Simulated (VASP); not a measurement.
Hg:

```
CELL_PARAMETERS angstrom
-1.80421 1.80421 1.80421
1.80421 -1.80421 1.80421
1.80421 1.80421 -1.80421
ATOMIC_POSITIONS crystal
Hg 0.00000 0.00000 0.00000
```

```yaml
Program: VASP 6.6.1
Task: relaxation of cell and atoms
Functional: PBE
Potentials_or_basis: VASP PAW PBE potentials, release 64 (Hg)
Cutoff: 600 eV
k_mesh: 16 × 16 × 16
Occupations: fermi-dirac, width 0.05 eV
Spin: no spin polarisation
```

At the start: pressure 6.1 GPa; volume 23.49 Å³/atom.

**Question.** Where does the relaxation end?

**Answer.** Over 5 steps the energy falls by 77.2 meV/atom and the volume is 29.83 Å³/atom (+27.0 %); space group Im-3m (No. 229, to 0.05 Å).

The path:
| step | energy change (eV) | largest force (eV/Å) | pressure (GPa) | volume (Å³) |
| --- | --- | --- | --- | --- |
| 1 | 0.0000 | 0.0000 | 6.09 | 23.49 |
| 2 | -0.0659 | 0.0000 | 1.46 | 26.66 |
| 3 | -0.0738 | 0.0000 | 0.62 | 27.92 |
| 4 | -0.0767 | 0.0000 | -0.21 | 30.55 |
| 5 | -0.0772 | 0.0000 | 0.01 | 29.83 |

Final structure:
```
Hg
1.0
    -1.95362    1.95362    1.95362
     1.95362   -1.95362    1.95362
     1.95362    1.95362   -1.95362
Hg
1
Cartesian
  1.9536 -1.9536 1.9536
```

Caveat: the volume moved by over 15 % at a fixed basis, so the end points are rough.
